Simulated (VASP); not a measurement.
# BaTe (Fm-3m) in VASP: further runs, part 2 of 2

VASP 6.6.1.

## (4) Single point, PBE+D3(BJ)

This run uses another cell than the first one, of 43.62 Å³/atom, 1.048 times its volume.

File INCAR:

```
SYSTEM = BaTe
PREC = Accurate ; ENCUT = 500
EDIFF = 1E-6 ; ISMEAR = 0
SIGMA = 0.01 ; LREAL = .False.
LASPH = .True. ; NELM = 120
ALGO = Normal ; ISIF = 2
LWAVE = .False. ; LCHARG = .False.
GGA = PE ; IVDW = 12
NBANDS = 15 ; GGA_COMPAT = .False.
```

File KPOINTS:

```
regular mesh
0
Gamma
  6 6 6
  0 0 0
```

File POSCAR:

```
BaTe
1.0
    0.0000000000      3.5200751937      3.5200751937
    3.5200751937      0.0000000000      3.5200751937
    3.5200751937      3.5200751937      0.0000000000
Ba Te
1 1
Direct
    0.0000000000      0.0000000000      0.0000000000
    0.5000000000      0.5000000000      0.5000000000
```

Potentials or basis: VASP PAW PBE potentials, release 64 (Ba_sv, Te).

Started as:

```console
cat potpaw_PBE.64/Ba_sv/POTCAR potpaw_PBE.64/Te/POTCAR > POTCAR
mpirun -np 1 vasp_std > vasp.out
```

OUTCAR:

```text
SYSTEM = BaTe
   PREC = Accurate
   ENCUT = 500
   EDIFF = 1E-6
   ISMEAR = 0
   LREAL = .False.
   LASPH = .True.
   NELM = 120
   ISIF = 2
   GGA = PE
   IVDW = 12
 IVDW          = 12

 ion  position               nearest neighbor table
   1  0.000  0.000  0.000-   2 3.52   2 3.52   2 3.52   2 3.52   2 3.52   2 3.52
   2  0.500  0.500  0.500-   1 3.52   1 3.52   1 3.52   1 3.52   1 3.52   1 3.52

  LATTYP: Found a face centered cubic cell.
 ALAT       =     7.0401503874

  Lattice vectors:

 A1 = (   0.0000000000,   3.5200751937,   3.5200751937)
 A2 = (   3.5200751937,   0.0000000000,   3.5200751937)
 A3 = (   3.5200751937,   3.5200751937,   0.0000000000)

Analysis of symmetry for initial positions (statically):
=====================================================================
 Subroutine PRICEL returns:
 Original cell was already a primitive cell.

 Routine SETGRP: Setting up the symmetry group for a
 face centered cubic supercell.

 Subroutine GETGRP returns: Found 48 space group operations
 (whereof 48 operations were pure point group operations)
 out of a pool of 48 trial point group operations.

The static configuration has the point symmetry O_h .

Analysis of symmetry for dynamics (positions and initial velocities):
[... 167 lines left out ...]
      9       5.0139      0.00000
     10       5.1062      0.00000
     11       5.1062      0.00000
     12       5.1062      0.00000
     13       5.7049      0.00000
     14       5.7049      0.00000
[... 257 lines left out ...]
      2     -10.2073      2.00000
      3     -10.1655      2.00000
      4     -10.1492      2.00000
      5      -6.9912      2.00000
      6       1.1082      2.00000
      7       1.1152      2.00000
      8       1.4262      2.00000
      9       4.7383      0.00000
     10       6.6852      0.00000
     11       6.8217      0.00000
     12       7.3900      0.00000
     13       7.8589      0.00000
     14       8.5724      0.00000
     15      10.1835      0.00000

------------------------ aborting loop because EDIFF is reached ----------------------------------------

 Edisp (eV)   -0.61261

 E8    (eV) :    -0.3159

  FORCE on cell =-STRESS in cart. coord.  units (eV):
  Direction    XX          YY          ZZ          XY          YZ          ZX
  --------------------------------------------------------------------------------------
  -------------------------------------------------------------------------------------
  Total      -0.31840    -0.31840    -0.31840     0.00000     0.00000    -0.00000
  in kB      -5.84785    -5.84785    -5.84785     0.00000     0.00000    -0.00000
  external pressure =       -5.85 kB  Pullay stress =        0.00 kB

 VOLUME and BASIS-vectors are now :
 -----------------------------------------------------------------------------
  energy-cutoff  :      500.00
  volume of cell :       87.23
      direct lattice vectors                 reciprocal lattice vectors
     0.000000000  3.520075194  3.520075194    -0.142042420  0.142042420  0.142042420
     3.520075194  0.000000000  3.520075194     0.142042420 -0.142042420  0.142042420
     3.520075194  3.520075194  0.000000000     0.142042420  0.142042420 -0.142042420

 POSITION                                       TOTAL-FORCE (eV/Angst)
 -----------------------------------------------------------------------------------
      0.00000      0.00000      0.00000         0.000000     -0.000000      0.000000
      3.52008      3.52008      3.52008        -0.000000      0.000000     -0.000000
 -----------------------------------------------------------------------------------
    total drift:                                0.000000      0.000000      0.000000

  FREE ENERGIE OF THE ION-ELECTRON SYSTEM (eV)
  ---------------------------------------------------
  free  energy   TOTEN  =        -9.2380859934 eV

  energy  without entropy=       -9.2380859934  energy(sigma->0) =       -9.23808599
```

OSZICAR:

```text
N       E                     dE             d eps       ncg     rms          rms(c)
DAV:   1     0.840403636649E+02    0.84040E+02   -0.62338E+03   480   0.875E+02
DAV:   2    -0.387449656556E+01   -0.87915E+02   -0.81396E+02   663   0.155E+02
DAV:   3    -0.860457132847E+01   -0.47301E+01   -0.47048E+01   635   0.398E+01
DAV:   4    -0.872694776347E+01   -0.12238E+00   -0.12236E+00   620   0.640E+00
DAV:   5    -0.872949433264E+01   -0.25466E-02   -0.25465E-02   660   0.806E-01    0.363E+00
DAV:   6    -0.861571504660E+01    0.11378E+00   -0.13198E-01   592   0.180E+00    0.239E+00
DAV:   7    -0.861817142532E+01   -0.24564E-02   -0.10923E-01   599   0.182E+00    0.829E-01
DAV:   8    -0.862487084930E+01   -0.66994E-02   -0.14881E-02   501   0.802E-01    0.201E-01
DAV:   9    -0.862524207171E+01   -0.37122E-03   -0.83273E-04   634   0.182E-01    0.659E-02
DAV:  10    -0.862546144975E+01   -0.21938E-03   -0.39143E-04   508   0.132E-01    0.247E-02
DAV:  11    -0.862547464866E+01   -0.13199E-04   -0.42577E-05   621   0.358E-02    0.232E-02
DAV:  12    -0.862547017934E+01    0.44693E-05   -0.14841E-05   571   0.195E-02    0.130E-02
DAV:  13    -0.862547106807E+01   -0.88873E-06   -0.95234E-07   410   0.617E-03
   1 F= -.92380860E+01 E0= -.92380860E+01  d E =-.275278E-27
```

Run time: 36 s. Hardware: 1 thread of Intel Xeon 8259CL, shared host; peak memory 0.22 GiB.

Results:

```yaml
Free_energy: -9.2381 eV
Pressure: -0.6 GPa
Band_gap_on_the_k_mesh: 1.56 eV, indirect (least direct gap 1.94 eV)
Dispersion_energy_per_atom: -0.306 eV
```

Levels at points of the mesh, in eV from the valence-band top:
```tsv
k point	band 4	band 5	band 6	band 7	band 8	band 9	band 10	band 11	band 12	band 13
(0.00, 0.00, 0.00)	-12.21	-9.50	0.00	0.00	0.00	2.84	2.94	2.94	2.94	3.53
(0.50, 0.00, 0.00)	-12.22	-8.82	-2.19	-1.10	-1.10	4.17	4.71	4.85	4.85	6.91
(0.50, 0.50, 0.00)	-12.29	-9.30	-1.13	-0.38	-0.38	1.56	4.40	4.57	5.51	5.68
```

Caveat: three body term missing; spin-orbit coupling is left out, which moves the levels of the heavy elements.

## (5) Summary

```tsv
cell	gap on the mesh (eV)	pressure (GPa)
a = 4.902 Å, angles 60.0°, 2 atoms	1.45	0.9
a = 4.940 Å, angles 60.0°, 2 atoms	1.51	0.1
a = 4.978 Å, angles 60.0°, 2 atoms	1.56	-0.6
```

Alike in all rows: task single point; level PBE+D3(BJ); potentials or basis VASP PAW PBE potentials, release 64 (Ba_sv, Te); no spin polarisation; k mesh 6 × 6 × 6; cutoff (eV) 500; smearing gaussian 0.01 eV.

Caveats: three body term missing; spin-orbit coupling is left out, which moves the levels of the heavy elements.

Absolute energies hang on the potentials; compare differences alone.
